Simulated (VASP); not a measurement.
# Mg2Sn (Fm-3m) in VASP: further runs, part 2 of 2

VASP 6.6.1.

### 3 Relaxation of cell and atoms, HSE06

The input, POSCAR:

```
Mg2Sn
1.0
    0.0000000000      3.3799352829      3.3799352829
    3.3799352829      0.0000000000      3.3799352829
    3.3799352829      3.3799352829      0.0000000000
Sn Mg
1 2
Direct
    0.0000000000      0.0000000000      0.0000000000
    0.2500000000      0.2500000000      0.2500000000
    0.7500000000      0.7500000000      0.7500000000
```

The input, INCAR.step1:

```
SYSTEM = Mg2Sn
PREC = Accurate ; ENCUT = 600
EDIFF = 1E-5 ; ISMEAR = -1
SIGMA = 0.02 ; LREAL = .False.
LASPH = .True. ; NELM = 120
ALGO = Normal ; LWAVE = .True.
LCHARG = .False. ; GGA = PE
NBANDS = 16 ; GGA_COMPAT = .False.
IBRION = 2 ; ISIF = 3
EDIFFG = -0.005 ; NELMIN = 4
NSW = 100
```

The input, INCAR.step2:

```
SYSTEM = Mg2Sn
PREC = Accurate ; ENCUT = 600
EDIFF = 1E-7 ; ISMEAR = -1
SIGMA = 0.02 ; LREAL = .False.
LASPH = .True. ; NELM = 120
ALGO = Normal ; ISIF = 3
LWAVE = .False. ; LCHARG = .False.
GGA = PE ; LHFCALC = .True.
HFSCREEN = 0.2079 ; PRECFOCK = Normal
IBRION = 2 ; NSW = 80
EDIFFG = -0.005 ; ISTART = 1
GGA_COMPAT = .False. ; NELMIN = 4
```

The input, KPOINTS:

```
Automatic mesh
0
Gamma
  4 4 4
  0 0 0
```

Potentials or basis: VASP PAW PBE potentials, release 64 (Sn_d, Mg).

Launch:

```console
$ cat potpaw_PBE.64/Sn_d/POTCAR potpaw_PBE.64/Mg/POTCAR > POTCAR
$ cp INCAR.step1 INCAR
$ mpirun -np 1 vasp_std > vasp.out
$ cp INCAR.step2 INCAR
$ mpirun -np 1 vasp_std > vasp.out
```

OUTCAR:

```text
SYSTEM = Mg2Sn
   PREC = Accurate
   ENCUT = 600
   EDIFF = 1E-7
   ISMEAR = -1
   LREAL = .False.
   LASPH = .True.
   NELM = 120
   ISIF = 3
   GGA = PE
   LHFCALC = .True.
   HFSCREEN = 0.2079
   PRECFOCK = Normal
   IBRION = 2
   NSW = 80
   EDIFFG = -0.005
   ISTART = 1
   NELMIN = 4

 ion  position               nearest neighbor table
   1  0.000  0.000  0.000-   3 2.93   3 2.93   3 2.93   2 2.93   3 2.93   2 2.93   2 2.93   2 2.93

   2  0.250  0.250  0.250-   1 2.93   1 2.93   1 2.93   1 2.93   3 3.38   3 3.38   3 3.38   3 3.38
                             3 3.38   3 3.38
   3  0.750  0.750  0.750-   1 2.93   1 2.93   1 2.93   1 2.93   2 3.38   2 3.38   2 3.38   2 3.38
                             2 3.38   2 3.38

  LATTYP: Found a face centered cubic cell.
 ALAT       =     6.7598705658

  Lattice vectors:

 A1 = (   0.0000000000,   3.3799352829,   3.3799352829)
 A2 = (   3.3799352829,   0.0000000000,   3.3799352829)
 A3 = (   3.3799352829,   3.3799352829,   0.0000000000)

Analysis of symmetry for initial positions (statically):
[... 230 lines left out ...]
      8       4.1028      1.97486
      9       4.1028      1.97486
     10       6.1850      0.00000
     11       6.6925      0.00000
     12       6.6925      0.00000
     13       6.6925      0.00000
[... 98 lines left out ...]
  band No.  band energies     occupation
      1     -18.8413      2.00000
      2     -18.8413      2.00000
      3     -18.8358      2.00000
      4     -18.8087      2.00000
      5     -18.8059      2.00000
      6      -3.9270      2.00000
      7      -0.0760      2.00000
      8      -0.0760      2.00000
      9       1.1431      2.00000
     10       7.2039      0.00000
     11       7.6314      0.00000
     12       7.6314      0.00000
     13       7.9878      0.00000

------------------------ aborting loop because EDIFF is reached ----------------------------------------

  FORCE on cell =-STRESS in cart. coord.  units (eV):
  Direction    XX          YY          ZZ          XY          YZ          ZX
  --------------------------------------------------------------------------------------
  -------------------------------------------------------------------------------------
  Total        0.0075100      0.0075100      0.0075100     -0.0000000      0.0000000      0.0000000
  in kB        0.1561260      0.1561260      0.1561260     -0.0000000      0.0000000      0.0000000
  external PRESSURE =       0.1561260 kB  Pullay stress =       0.0000000 kB

 VOLUME and BASIS-vectors are now :
 -----------------------------------------------------------------------------
  energy-cutoff  :      600.00
  volume of cell :       77.07
      direct lattice vectors                 reciprocal lattice vectors
     0.000000000  3.377651620  3.377651620    -0.148031845  0.148031845  0.148031845
     3.377651620  0.000000000  3.377651620     0.148031845 -0.148031845  0.148031845
     3.377651620  3.377651620 -0.000000000     0.148031845  0.148031845 -0.148031845

 POSITION                                       TOTAL-FORCE (eV/Angst)
 -----------------------------------------------------------------------------------
      0.00000      3.37765      3.37765        -0.000000     -0.000000     -0.000000
      1.68883      1.68883      1.68883         0.000000     -0.000000     -0.000000
      5.06648      5.06648      5.06648         0.000000      0.000000      0.000000
 -----------------------------------------------------------------------------------
    total drift:                               -0.000003      0.000001     -0.000000

  FREE ENERGIE OF THE ION-ELECTRON SYSTEM (eV)
  ---------------------------------------------------
  free  energy   TOTEN  =        -8.1362037692 eV

  energy  without entropy=       -8.1359506634  energy(sigma->0) =       -8.13607722

 reached required accuracy - stopping structural energy minimisation
```

OUTCAR.step1:

```text
SYSTEM = Mg2Sn
   PREC = Accurate
   ENCUT = 600
   EDIFF = 1E-5
   ISMEAR = -1
   LREAL = .False.
   LASPH = .True.
   NELM = 120
   GGA = PE
   IBRION = 2
   ISIF = 3
   EDIFFG = -0.005
   NELMIN = 4
[... 266 lines left out ...]
 cond. band min:       4.1459877680   @ k =   0.0000   0.0000   0.0000
 fundamental gap:      0.2033722443
 Fermi energy:         4.0443004634

 k-point     1 :       0.0000    0.0000    0.0000
  band No.  band energies     occupation
      1     -16.8110      2.00000
      2     -16.8110      2.00000
      3     -16.8110      2.00000
      4     -16.7754      2.00000
      5     -16.7754      2.00000
      6      -4.8648      2.00000
[... 171 lines left out ...]
  FREE ENERGIE OF THE ION-ELECTRON SYSTEM (eV)
  ---------------------------------------------------
  free  energy   TOTEN  =        -7.2536651150 eV

  energy  without entropy=       -7.2535245879  energy(sigma->0) =       -7.25359485

 reached required accuracy - stopping structural energy minimisation
```

Run time: 19 min. Hardware: 1 thread of AMD EPYC 9R45 (Zen 5), shared host; peak memory 0.36 GiB.

Results:

```yaml
Free_energy: -8.1362 eV
Relaxed_volume: 25.69 Å³/atom
Relaxed_cell: a = 4.777 Å, b = 4.777 Å, c = 4.777 Å, α = 60.00°, β = 60.00°, γ = 60.00°
Space_group_after_relaxing_to_0.1_Å: Fm-3m (No. 225)
Energy_gained_by_relaxing: 0.0 meV/atom
Ionic_steps: 2
Pressure_after_relaxing: 0.0 GPa
```

Final structure:
```xyz
3
Lattice="0.0000 3.3777 3.3777 3.3777 0.0000 3.3777 3.3777 3.3777 0.0000" Properties=species:S:1:pos:R:3 pbc="T T T"
Sn    0.0000    3.3777    3.3777
Mg    1.6888    1.6888    1.6888
Mg    5.0665    5.0665    5.0665
```

Levels at points of the mesh, in eV from the Fermi level:
```tsv
k point	band 5	band 6	band 7	band 8	band 9	band 10	band 11	band 12	band 13
(0.00, 0.00, 0.00)	-23.00	-10.22	-0.09	-0.09	-0.09	1.99	2.50	2.50	2.50
(0.50, 0.00, 0.00)	-23.00	-8.76	-5.44	-1.01	-1.01	1.07	2.58	2.58	4.47
(0.50, 0.50, 0.00)	-22.99	-8.16	-5.19	-2.43	-2.43	0.09	0.40	7.99	7.99
```

Caveat: the k points lie up to 0.40 Å⁻¹ apart in the final cell; the structure was generated, so it needn't be the stable form of Mg2Sn; the PAW data sets were made with another functional, which shifts forces and pressure a little; spin-orbit coupling is left out, which moves the levels of the heavy elements.
